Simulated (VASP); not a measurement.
# In2HSe2 in VASP: a series of runs, part 2 of 2

VASP 6.6.1.

### 4 Single point, PBE+D3(BJ), collinear spin, ferromagnetic start

The COD entry that gives the cell may itself be a prediction, so a difference from it is no test against experiment.

Input file INCAR:

```
SYSTEM = In2HSe2
ALGO     = Normal         ! electronic algorithm
DIPOL    = 0.5 0.5 0.346
EDIFF    = 1E-7           ! SCF threshold, eV
ENCUT    = 520            ! plane-wave cutoff, eV
GGA      = PE             ! functional
IDIPOL   = 3            
ISIF     = 2              ! what is computed and relaxed
ISMEAR   = 0              ! smearing method
ISPIN    = 2              ! spin polarisation
IVDW     = 12             ! dispersion correction
LASPH    = .True.         ! aspherical terms in the spheres
LCHARG   = .True.         ! write CHGCAR
LDIPOL   = .True.       
LELF     = .True.         ! ELF
LORBIT   = 11             ! projections on sites
LREAL    = .False.        ! projectors in reciprocal space
LVACPOTAV= .True.       
LVHAR    = .True.       
LWAVE    = .False.        ! write WAVECAR
MAGMOM   = 0 0 0 0 1      ! initial moments
NBANDS   = 32             ! bands
NELM     = 150            ! most SCF steps
PREC     = Accurate       ! precision mode
SIGMA    = 0.05           ! smearing width, eV
```

Input file KPOINTS:

```
k-points
0
Gamma
  9 9 1
  0 0 0
```

Input file POSCAR:

```
In2HSe2
1.0
    4.0266103726      0.0000000000      0.0000000000
   -2.0133051863      3.4871468738      0.0000000000
    0.0000000000      0.0000000000     20.8853553747
Se In H
2 2 1
Direct
    0.0000000000      0.0000000000      0.1915217591
    0.0000000000      0.0000000000      0.4493749427
    0.6666666667      0.3333333333      0.2535479421
    0.6666666667      0.3333333333      0.3873488619
    0.3333333333      0.6666666667      0.4484140840
```

Potentials or basis: VASP PAW PBE potentials, release 64 (Se, In_d, H).

The run is started by

```console
$ cat potpaw_PBE.64/Se/POTCAR potpaw_PBE.64/In_d/POTCAR potpaw_PBE.64/H/POTCAR > POTCAR
$ mpirun -np 1 vasp_std > vasp.out
```

OUTCAR:

```text
SYSTEM = In2HSe2
   EDIFF = 1E-7
   ENCUT = 520
   GGA = PE
   ISIF = 2
   ISMEAR = 0
   ISPIN = 2
   IVDW = 12
   LASPH = .True.
   LORBIT = 11
   LREAL = .False.
   NELM = 150
   PREC = Accurate
 IVDW          = 12

 ion  position               nearest neighbor table
   1  0.000  0.000  0.192-   3 2.66   3 2.66   3 2.66
   2  0.000  0.000  0.449-   4 2.66   4 2.66   4 2.66
   3  0.667  0.333  0.254-   1 2.66   1 2.66   1 2.66   4 2.79
   4  0.667  0.333  0.387-   2 2.66   2 2.66   2 2.66   3 2.79
   5  0.333  0.667  0.448-

  LATTYP: Found a hexagonal cell.
 ALAT       =     4.0266103726
 C/A-ratio  =     5.1868329543

  Lattice vectors:

 A1 = (   4.0266103726,   0.0000000000,   0.0000000000)
 A2 = (  -2.0133051863,   3.4871468738,   0.0000000000)
 A3 = (   0.0000000000,   0.0000000000,  20.8853553747)

Analysis of symmetry for initial positions (statically):
=====================================================================
 Subroutine PRICEL returns:
 Original cell was already a primitive cell.

[... 1019 lines left out ...]
  -------------------------------------------------------------------------------------
  Total       1.22828     1.22828     0.55214    -0.00000    -0.00000     0.00000
  in kB       6.71050     6.71050     3.01656    -0.00000    -0.00000     0.00000
  external pressure =        5.48 kB  Pullay stress =        0.00 kB

 VOLUME and BASIS-vectors are now :
 -----------------------------------------------------------------------------
  energy-cutoff  :      520.00
  volume of cell :      293.26
      direct lattice vectors                 reciprocal lattice vectors
     4.026610373  0.000000000  0.000000000     0.248347843  0.143383694  0.000000000
    -2.013305186  3.487146874  0.000000000     0.000000000  0.286767388  0.000000000
     0.000000000  0.000000000 20.885355375     0.000000000  0.000000000  0.047880440

 POSITION                                       TOTAL-FORCE (eV/Angst)
 -----------------------------------------------------------------------------------
      0.00000      0.00000      4.00000         0.000000     -0.000000     -0.036242
      0.00000      0.00000      9.38536        -0.000000      0.000000      0.278084
      2.01331      1.16238      5.29544         0.000000     -0.000000     -0.033849
      2.01331      1.16238      8.08992         0.000000     -0.000000     -0.198705
     -0.00000      2.32476      9.36529        -0.000000      0.000000     -0.009288
 -----------------------------------------------------------------------------------
    total drift:                               -0.000000      0.000000      0.000265

  FREE ENERGIE OF THE ION-ELECTRON SYSTEM (eV)
  ---------------------------------------------------
  free  energy   TOTEN  =       -16.4464561821 eV

  energy  without entropy=      -16.4442773682  energy(sigma->0) =      -16.44536678

 vacuum level on the upper side and lower side of the slab         3.775         3.775

 total charge

# of ion       s       p       d       tot
------------------------------------------
    1        1.471   2.331   0.021   3.824
    2        1.505   2.239   0.043   3.786
    3        0.861   0.653   9.882  11.396
    4        0.900   0.628   9.885  11.413
    5        0.420   0.008   0.000   0.428
--------------------------------------------------
tot          5.157   5.859  19.832  30.848

 magnetization (x)

# of ion       s       p       d       tot
------------------------------------------
    1        0.000   0.008   0.000   0.009
    2        0.008   0.050   0.008   0.066
    3        0.006   0.003   0.000   0.010
    4        0.017   0.022   0.004   0.043
    5        0.089   0.000   0.000   0.090
--------------------------------------------------
tot          0.121   0.084   0.012   0.217
```

OSZICAR:

```text
N       E                     dE             d eps       ncg     rms          rms(c)
DAV:   1     0.325389284727E+03    0.32539E+03   -0.15986E+04  1552   0.104E+03
DAV:   2     0.249789392981E+02   -0.30041E+03   -0.29010E+03  1664   0.274E+02
DAV:   3    -0.135712689019E+02   -0.38550E+02   -0.37895E+02  2040   0.119E+02
[... 22 lines left out ...]
DAV:  26    -0.154355294077E+02   -0.25517E-05   -0.30287E-07  1528   0.188E-03    0.701E-04
DAV:  27    -0.154355303766E+02   -0.96893E-06   -0.83064E-08  1400   0.952E-04    0.398E-04
DAV:  28    -0.154355321189E+02   -0.17423E-05   -0.15097E-07  1392   0.126E-03    0.232E-04
DAV:  29    -0.154355323612E+02   -0.24222E-06   -0.16344E-08  1376   0.760E-04    0.137E-04
DAV:  30    -0.154355325239E+02   -0.16270E-06   -0.11428E-08  1240   0.507E-04    0.127E-04
DAV:  31    -0.154355325709E+02   -0.47005E-07   -0.26978E-09  1192   0.312E-04
   1 F= -.16446456E+02 E0= -.16445367E+02  d E =-.217881E-02  mag=     0.3827
```

Wall time 8.6 min (1 thread of Oxide Virtual Turin-like, shared host); peak memory 0.54 GiB.

What came out:

```yaml
Free_energy: -16.4465 eV
Largest_force: 0.278 eV/Å
Net_moment: 0.38 μB per cell
Site_moments: Se +0.01, +0.07; In +0.01, +0.04; H +0.09 μB
Valence_electrons_inside_the_program's_atomic_spheres: Se 3.82, 3.79; In 11.40, 11.41; H 0.43
Dispersion_energy_per_atom: -0.202 eV
```

Forces in eV/Å, atoms in the order of the input:
```
Se   0.000  0.000 -0.036
Se   0.000  0.000  0.278
In   0.000  0.000 -0.034
In   0.000  0.000 -0.199
H    0.000  0.000 -0.009
```

Levels at points of the mesh, in eV from the Fermi level:
Spin up:
```
           k point  band 16  band 17  band 18  band 19  band 20  band 21  band 22  band 23  band 24  band 25
(0.00, 0.00, 0.00)    -1.85    -1.85    -1.49    -1.49    -1.18     0.90     3.00     3.75     3.75     4.48
```
Spin down:
```csv
k point,band 16,band 17,band 18,band 19,band 20,band 21,band 22,band 23
"(0.00, 0.00, 0.00)",-1.75,-1.49,-1.48,-1.48,-1.08,0.96,3.21,3.81
```

Caveat: spin-orbit coupling is left out, which moves the levels of the heavy elements.
